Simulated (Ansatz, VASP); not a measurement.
**Two plane-wave programs on TiMoSe4**

File INCAR:

```
  ALGO = Normal
  EDIFF = 1E-6
  EDIFFG = -0.08
  ENCUT = 600
  GGA = PE
  IBRION = 2
  ISIF = 3
  ISMEAR = 0
  ISPIN = 2
  LASPH = T
  LCHARG = F
  LMAXMIX = 4
  LORBIT = 11
  LREAL = F
  LWAVE = F
  MAGMOM = 1 1 0 0 0 0
  NELM = 150
  NSW = 36
  PREC = Accurate
  SIGMA = 0.15
```

File KPOINTS:

```
k-points
0
Gamma
  2 2 3
```

The input POSCAR:

```
TiMoSe4
1.0
    5.9580099600      0.0000000000      0.0000000000
    0.0000000000      5.9580099600      0.0000000000
    0.0000000000      0.0000000000      4.5859010700
Ti Mo Se
1 1 4
Direct
    0.0000000000      0.0000000000      0.0000000000
    0.5000000000      0.5000000000      0.0000000000
    0.7616724700      0.7616724700      0.5000000000
    0.2383275300      0.2383275300      0.5000000000
    0.7616724700      0.2383275300      0.5000000000
    0.2383275300      0.7616724700      0.5000000000
```

Input for Ansatz:

```yaml
crystal:
  lattice:
    - [5.95800996, 0.0, 0.0]
    - [0.0, 5.95800996, 0.0]
    - [0.0, 0.0, 4.58590107]
  atoms:
    - { symbol: Ti, position: [0.0, 0.0, 0.0], spin: 1.0 }
    - { symbol: Mo, position: [0.5, 0.5, 0.0], spin: 1.0 }
    - { symbol: Se, position: [0.76167247, 0.76167247, 0.5] }
    - { symbol: Se, position: [0.23832753, 0.23832753, 0.5] }
    - { symbol: Se, position: [0.76167247, 0.23832753, 0.5] }
    - { symbol: Se, position: [0.23832753, 0.76167247, 0.5] }
basis:
  ecutwfc: 420
kpoints:
  mp_grid: { grid: [2, 2, 3] }
hamiltonian:
  xc: pbe
scf:
  occupations: { method: gaussian, width: 0.15 }
  lower_state_search: "off"
output:
  forces: true
  stress: true
  eigenvalues: true
  populations: true
magnetization:
  spin_polarized: true
relax:
  adjacent_minimum: "off"
  f_tol: 0.08
  max_steps: 16
  cell: { stress_tol: 0.8 }
```

Alike in both runs: task relaxation of cell and atoms; functional PBE; k mesh 2 × 2 × 3; occupations gaussian, width 0.15 eV; collinear spin.

|  | VASP | Ansatz |
| --- | --- | --- |
| version | VASP 6.6.1 | Ansatz 0.2.0 |
| potentials or method | VASP PAW PBE potentials, release 64 (Ti_sv, Mo_sv, Se), cutoff 600 eV | scalar-relativistic, plane waves, PAW |
| valence electrons in the cell | 50 | 90 |

VASP gave:

- gap on the k mesh at the Fermi level, each at its own relaxed structure (eV): none
- net moment per atom (μB): 0.41
- size of the moment on the site where the two differ most (μB): 1.62
- relaxed volume (Å³/atom): 20.88
- relaxed length of the cell vector where the two differ most in proportion (Å): 3.268

**Question.** Which values does Ansatz return?

**Answer.** gap on the k mesh at the Fermi level, each at its own relaxed structure (eV): none; net moment per atom (μB): 0.43; size of the moment on the site where the two differ most (μB): 1.54; relaxed volume (Å³/atom): 20.88; relaxed length of the cell vector where the two differ most in proportion (Å): 3.276.

Site moments also hang on the region over which each program counts them. A gap of «none» marks a metal or a gap that the smearing closes. VASP's potentials hold 50 valence electrons a cell and Ansatz's 90, so a difference there can come from the potentials and not from the codes.

The k mesh is coarse, so the values compare programs but aren't converged. Noted on VASP's run: the volume moved by over 15 % at a fixed basis, so the end points are rough.
